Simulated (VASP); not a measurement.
Input of a VASP 6.6.1 run:

The input INCAR:

```
SYSTEM = ZnHg
PREC = Accurate ; ENCUT = 500
EDIFF = 1E-6 ; ISMEAR = 0
SIGMA = 0.1 ; LREAL = .FALSE.
LASPH = .TRUE. ; NELM = 120
ALGO = Normal ; ISIF = 2
LWAVE = .FALSE. ; LCHARG = .FALSE.
GGA = PE ; NBANDS = 19
GGA_COMPAT = .FALSE.
```

The input KPOINTS:

```
Automatic mesh
0
G
  15 15 10
  0 0 0
```

Contents of POSCAR:

```
ZnHg
1.0
    3.4013202338      0.0000000000      0.0000000000
   -1.7006601169      2.9456297289      0.0000000000
    0.0000000000      0.0000000000      4.2020071695
Zn Hg
1 1
Direct
    0.6666666667      0.3333333333      0.5000000000
    0.3333333333      0.6666666667      0.0000000000
```

Potentials or basis: VASP PAW PBE potentials, release 64 (Zn, Hg).

Launch:

```bash
$ cat potpaw_PBE.64/Zn/POTCAR potpaw_PBE.64/Hg/POTCAR > POTCAR
$ mpirun -np 1 vasp_std > vasp.out
```

Predict the band gap on the k mesh.

zero (bands 12 and 13 overlap by 2.59 eV).

Estimate the pressure.

0.2 GPa.

Stress tensor (GPa, compression positive):
```
0.21 0.00 0.00
0.00 0.21 0.00
0.00 0.00 0.31
```

Caveat: spin-orbit coupling is left out, which moves the levels of the heavy elements.
